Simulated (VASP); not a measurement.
Crystal: AlCu3.

```xyz
4
Lattice="0.0000 2.9272 2.9272 2.9272 0.0000 2.9272 2.9272 2.9272 0.0000" Properties=species:S:1:pos:R:3 pbc="T T T"
Al    0.0000    0.0000    0.0000
Cu    2.9272    2.9272    2.9272
Cu    1.4636    1.4636    1.4636
Cu    4.3908    4.3908    4.3908
```

```yaml
Program: VASP 6.6.1
Task: relaxation of cell and atoms
Functional: LDA
Potentials_or_basis: VASP PAW LDA potentials, release 64 (Al, Cu_sv_GW)
Cutoff: 700 eV
k_mesh: 12 × 12 × 12
Occupations: gaussian, width 0.1 eV
Spin: no spin polarisation
```

At the start: pressure -14.2 GPa; volume 12.54 Å³/atom.

**Question.** Where does the relaxation end?

**Answer.** Over 6 steps the energy falls by 54.4 meV/atom and the volume is 11.42 Å³/atom (-9.0 %); space group Fm-3m (No. 225, to 0.1 Å) before and after.

The path:
```csv
step,energy change (eV),largest force (eV/Å),pressure (GPa),volume (Å³)
1,0.0000,0.0000,-14.19,50.16
2,-0.0725,0.0000,15.74,42.52
3,-0.2178,0.0000,-0.15,45.71
4,-0.2178,0.0000,0.15,45.62
5,-0.2178,0.0000,-0.09,45.69
6,-0.2178,0.0000,0.05,45.67
```

Final structure:
```cif
data_structure
_symmetry_space_group_name_H-M 'P 1'
_symmetry_Int_Tables_number 1
_cell_length_a 4.0122
_cell_length_b 4.0122
_cell_length_c 4.0122
_cell_angle_alpha 60.000
_cell_angle_beta 60.000
_cell_angle_gamma 60.000
_cell_volume 45.67
loop_
_atom_site_label
_atom_site_type_symbol
_atom_site_fract_x
_atom_site_fract_y
_atom_site_fract_z
_atom_site_occupancy
Al1 Al 0.00000 0.00000 0.00000 1
Cu1 Cu 0.50000 0.50000 0.50000 1
Cu2 Cu 0.25000 0.25000 0.25000 1
Cu3 Cu 0.75000 0.75000 0.75000 1
```
